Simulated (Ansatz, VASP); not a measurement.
**Two plane-wave programs on Zr2TiH6**

The input INCAR:

```
  PREC = Accurate
  ENCUT = 520
  EDIFF = 1E-7
  ISMEAR = 0
  SIGMA = 0.1
  LREAL = False
  LASPH = True
  NELM = 60
  ALGO = Normal
  ISIF = 2
  LWAVE = False
  LCHARG = False
  GGA = PE
  NBANDS = 31
```

The input KPOINTS:

```
Automatic mesh
0
Gamma
  6 6 4
```

The input POSCAR:

```
Zr2TiH6
1.0
    4.9938065800      0.0000000000      0.0000000000
   -2.4969032900      4.3247633600      0.0000000000
    0.0000000000      0.0000000000      4.4388537600
Zr Ti H
2 1 6
Direct
    0.3333333300      0.6666666700      0.5000000000
    0.6666666700      0.3333333300      0.5000000000
    0.0000000000      0.0000000000      0.0000000000
    0.3333333300      0.6666666700      0.1565990400
    0.6666666700      0.3333333300      0.1565990400
    0.6666666700      0.3333333300      0.8434009600
    0.3333333300      0.6666666700      0.8434009600
    0.0000000000      0.0000000000      0.3904211900
    0.0000000000      0.0000000000      0.6095788100
```

Input for Ansatz:

```yaml
crystal:
  lattice:
    - [4.99380658, 0.0, 0.0]
    - [-2.49690329, 4.32476336, 0.0]
    - [0.0, 0.0, 4.43885376]
  atoms:
    - { symbol: Zr, position: [0.33333333, 0.66666667, 0.5] }
    - { symbol: Zr, position: [0.66666667, 0.33333333, 0.5] }
    - { symbol: Ti, position: [0.0, 0.0, 0.0] }
    - { symbol: H, position: [0.33333333, 0.66666667, 0.15659904] }
    - { symbol: H, position: [0.66666667, 0.33333333, 0.15659904] }
    - { symbol: H, position: [0.66666667, 0.33333333, 0.84340096] }
    - { symbol: H, position: [0.33333333, 0.66666667, 0.84340096] }
    - { symbol: H, position: [0.0, 0.0, 0.39042119] }
    - { symbol: H, position: [0.0, 0.0, 0.60957881] }
basis:
  ecutwfc: 420
kpoints:
  mp_grid: { grid: [6, 6, 4] }
hamiltonian:
  xc: pbe
scf:
  occupations: { method: gaussian, width: 0.1 }
  lower_state_search: "off"
output:
  forces: true
  stress: true
  eigenvalues: true
```

Alike in both runs: task single point; functional PBE; k mesh 6 × 6 × 4; occupations gaussian, width 0.1 eV; no spin polarisation.

```csv
,VASP,Ansatz
version,VASP 6.6.1,Ansatz 0.2.0
potentials or method,"VASP PAW PBE potentials, release 64 (Zr_sv, Ti_sv, H), cutoff 520 eV","scalar-relativistic, plane waves, PAW"
valence electrons in the cell,42,42
```

```csv
,VASP,Ansatz,Ansatz less VASP
gap on the k mesh at the Fermi level (eV),none,none,-
pressure (GPa),13.6,13.7,+0.05
"traceless stress, the component that is largest in VASP (GPa)",49.75,49.69,-0.065
rms of the force components (eV/Å),2.323,2.319,-0.0040
```

Atom by atom the forces differ by 0.009 eV/Å (rms over components). A gap of «none» marks a metal or a gap that the smearing closes.
